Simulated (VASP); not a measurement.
C, 2 atoms in the cell. Symmetry: Fmmm, No. 69, orthorhombic system. The conventional cell has a = 2.530 Å, b = 4.379 Å, c = 6.972 Å, α = 90.00°, β = 90.00°, γ = 90.00°. C (site symmetry m2m) has 3 C at 1.36 to 1.69 Å within 1.8 Å.  This cell differs from its parent crystal: atoms shifted along a free coordinate.

| Property | Result |
| --- | --- |
| Program | VASP 6.6.1 |
| Task | single point |
| Functional | PBE |
| Dispersion | D3(BJ) |
| Potentials or basis | VASP PAW PBE potentials, release 64 (C) |
| Cutoff | 520 eV |
| k mesh | 16 × 16 × 16 |
| Occupations | gaussian, width 0.03 eV |
| Spin | no spin polarisation |
| Dipole correction | no |
| Further INCAR settings | ALGO = Normal; EDIFF = 1e-07; NBANDS = 11 |

Potentials or basis: VASP PAW PBE potentials, release 64 (C).

The run is started by

```bash
$ cat potpaw_PBE.64/C/POTCAR > POTCAR
$ mpirun -np 1 vasp_std > vasp.out
```

Hardware: 1 thread of Intel(R) Xeon(R) 6975P-C (Granite Rapids), with other jobs on the host.

Task: How long does it take, and how much memory?

Result: It took 46 s on 1 thread of Intel(R) Xeon(R) 6975P-C (Granite Rapids) (shared host), peak memory 0.23 GiB. Counts: scf iterations 13, k points 621.
